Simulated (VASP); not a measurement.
A run of VASP 6.6.1 is set up as follows.

INCAR

```
SYSTEM = AlN
PREC = Accurate
ENCUT = 520
EDIFF = 1E-7
ISMEAR = 0
SIGMA = 0.05
LREAL = .FALSE.
LASPH = .TRUE.
NELM = 80
ALGO = Normal
ISIF = 2
LWAVE = .FALSE.
LCHARG = .TRUE.
GGA = PS
LELF = .TRUE.
LVHAR = .TRUE.
NBANDS = 11
```

KPOINTS

```
regular mesh
0
G
  10 10 10
  0 0 0
```

The input POSCAR:

```
AlN
1.0
   -0.1594349019      1.9457794724      1.9457794724
    1.9457794724     -0.1594349019      1.9457794724
    1.9457794724      1.9457794724     -0.1594349019
Al N
1 1
Direct
    0.5000000000      0.5000000000      0.5000000000
    0.0000000000      0.0000000000      0.0000000000
```

Potentials or basis: VASP PAW PBE potentials, release 64 (Al, N).

Run with:

```bash
$ cat potpaw_PBE.64/Al/POTCAR potpaw_PBE.64/N/POTCAR > POTCAR
$ mpirun -np 1 vasp_std > vasp.out
```

(1) Predict the band gap on the k mesh.

(2) What does it give for the pressure?

Results:

(1) 2.57 eV, indirect (least direct gap 4.23 eV).

(2) 1.1 GPa.

Caveat: the PAW data sets were made with another functional, which shifts forces and pressure a little.
